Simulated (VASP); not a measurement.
# AlGa3As4: single point with PBE

Crystal: AlGa3As4.

```
Al As Ga
1.0
     4.14319    0.00000    0.00000
     0.00000    8.28098    0.00000
     0.00000    0.00000    5.84538
Al As Ga
1 4 3
Direct
  0.00000 0.00000 0.00075
  0.50000 0.00000 0.24847
  0.00000 0.24927 0.75068
  0.50000 0.50000 0.24979
  0.00000 0.75073 0.75068
  0.50000 0.25003 0.50006
  0.00000 0.50000 0.99951
  0.50000 0.74997 0.50006
```

```json
{"Program": "VASP 6.6.1", "Task": "single point", "Functional": "PBE", "Potentials or basis": "VASP PAW PBE potentials, release 64 (Al, As, Ga_d)", "Cutoff": "520 eV", "k mesh": "6 × 4 × 4", "Occupations": "gaussian, width 0.01 eV", "Spin": "no spin polarisation"}
```

```json
{
 "Pressure": "-3.1 GPa",
 "Largest force": "0.025 eV/Å",
 "Band gap on the k mesh": "0.14 eV"
}
```

Forces in eV/Å, atoms in the order of the input:
```
Al   0.000  0.000 -0.001
As   0.000  0.000 -0.025
As   0.000 -0.015  0.010
As   0.000  0.000  0.000
As   0.000  0.015  0.010
Ga   0.000 -0.001  0.002
Ga   0.000  0.000  0.003
Ga   0.000  0.001  0.002
```

Levels at points of the mesh, in eV from the valence-band top:
```tsv
k point	band 29	band 30	band 31	band 32	band 33	band 34
(0.00, 0.00, 0.00)	0.00	0.00	0.00	0.14	1.63	1.80
(0.50, 0.00, 0.00)	-2.22	-1.02	-0.98	1.60	1.63	1.64
(0.00, 0.50, 0.00)	-1.06	-0.30	-0.16	1.90	1.92	2.09
(0.50, 0.50, 0.00)	-2.06	-2.06	-2.04	2.54	2.59	2.62
(0.00, 0.00, 0.50)	-0.94	-0.91	-0.90	0.77	1.12	2.02
(0.50, 0.00, 0.50)	-0.94	-0.90	-0.90	0.77	1.19	4.22
(0.00, 0.50, 0.50)	-1.16	-1.14	-1.14	1.96	1.99	2.05
(0.50, 0.50, 0.50)	-1.61	-1.57	-1.56	2.66	2.79	2.80
```

Wall time 6.6 min on 1 thread of Intel Xeon 8259CL, on a shared host, peak memory 0.45 GiB.

Caveat: the cell stands under tension.
